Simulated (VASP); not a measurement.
SnGe2Se3, 6 atoms in the cell. It takes space group P-3m1 (No. 164, trigonal). Conventional cell: a = 4.092 Å, b = 4.092 Å, c = 10.072 Å, α = 90.00°, β = 90.00°, γ = 120.00°. Sn (site symmetry -3m) has 6 Se at 3.00 Å within 3.9 Å. Ge (site symmetry 3m) has 6 Se at 2.85 Å within 3.8 Å. Within 3.8 Å of Se (site symmetry -3m) lie 6 Ge at 2.85 Å. Se (site symmetry 3m) has 3 Ge at 2.85 Å and 3 Sn at 3.00 Å within 3.8 Å. 

| Item | Value |
| --- | --- |
| Program | VASP 6.6.1 |
| Task | single point |
| Functional | PBE |
| Potentials or basis | VASP PAW PBE potentials, release 64 (Sn_d, Ge_d, Se) |
| Cutoff | 520 eV |
| k mesh | 12 × 12 × 4 |
| Occupations | gaussian, width 0.01 eV |
| Spin | no spin polarisation |
| Dipole correction | no |
| Further INCAR settings | ALGO = Normal; EDIFF = 1e-06; NBANDS = 39 |

Potentials or basis: VASP PAW PBE potentials, release 64 (Sn_d, Ge_d, Se).

The run is started by

```console
$ cat potpaw_PBE.64/Sn_d/POTCAR potpaw_PBE.64/Ge_d/POTCAR potpaw_PBE.64/Se/POTCAR > POTCAR
$ mpirun -np 1 vasp_std > vasp.out
```

Hardware: 1 thread of Intel(R) Xeon(R) Platinum 8259CL CPU @ 2.50GHz (Skylake/Cascade Lake) (shared host).

Q: Estimate the wall time of this run.

A: Wall time 5.3 min on 1 thread of Intel(R) Xeon(R) Platinum 8259CL CPU @ 2.50GHz (Skylake/Cascade Lake), with other jobs on the host, peak memory 0.5 GiB. Counts: scf iterations 13, k points 69.
